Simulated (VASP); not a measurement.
Write the native input for VASP 6.6.1 that does the following.

```
Task                   : single point
Functional             : PBEsol
Potentials or basis    : VASP PAW PBE potentials, release 64 (Ti_sv, Al)
Cutoff                 : 520 eV
k mesh                 : 10 × 8 × 8
Occupations            : gaussian, width 0.15 eV
Spin                   : no spin polarisation
Dipole correction      : no
Further INCAR settings : ALGO = Fast; EDIFF = 1e-07; NBANDS = 31
```

The structure of TiAl3 lies in POSCAR:

```
TiAl3
1.0
   -3.9479576782      0.0000000000      0.0000000000
    0.0000000000      3.9479576782      3.9479576782
    0.0000000000      3.9479576782     -3.9479576782
Ti Al
2 6
Direct
    0.0000000000      0.0000000000      0.0000000000
    0.0000000000      0.5000000000      0.5000000000
    0.5000000000      0.7453646920      0.7546353080
    0.5000000000      0.2546353080      0.2453646920
    0.5000000000      0.7453646920      0.2453646920
    0.5000000000      0.2546353080      0.7546353080
    1.0000000000      0.5000000000      0.0000000000
    1.0000000000      0.0000000000      0.5000000000
```

This cell differs from its parent crystal: mode 4 frozen in at +0.000 Å and mode 18 at -0.037 Å (largest displacements).

One way to write it, as run:

INCAR

```
ALGO = Fast
EDIFF = 1E-7
ENCUT = 520
GGA = PS
ISIF = 2
ISMEAR = 0
LASPH = T
LCHARG = F
LREAL = F
LWAVE = F
NBANDS = 31
NELM = 60
PREC = Accurate
SIGMA = 0.15
```

KPOINTS

```
k-points
0
Gamma
  10 8 8
```

Potentials or basis: VASP PAW PBE potentials, release 64 (Ti_sv, Al).

Run with:

```sh
$ cat potpaw_PBE.64/Ti_sv/POTCAR potpaw_PBE.64/Al/POTCAR > POTCAR
$ mpirun -np 1 vasp_std > vasp.out
```

Results of the run:

The pressure is 0.3 GPa. The largest force is 0.330 eV/Å and the band gap on the k mesh is zero (band 21 reaches 9.70 eV, above the bottom of band 22 at 8.66 eV).

Caveat: the cell differs from its parent crystal (mode 4 frozen in at +0.000 Å and mode 18 at -0.037 Å (largest displacements)); the PAW data sets were made with another functional, which shifts forces and pressure a little.

Run time: 19 min on 1 thread of Intel(R) Xeon(R) Platinum 8259CL CPU @ 2.50GHz (Skylake/Cascade Lake), on a shared host, peak memory 0.41 GiB.
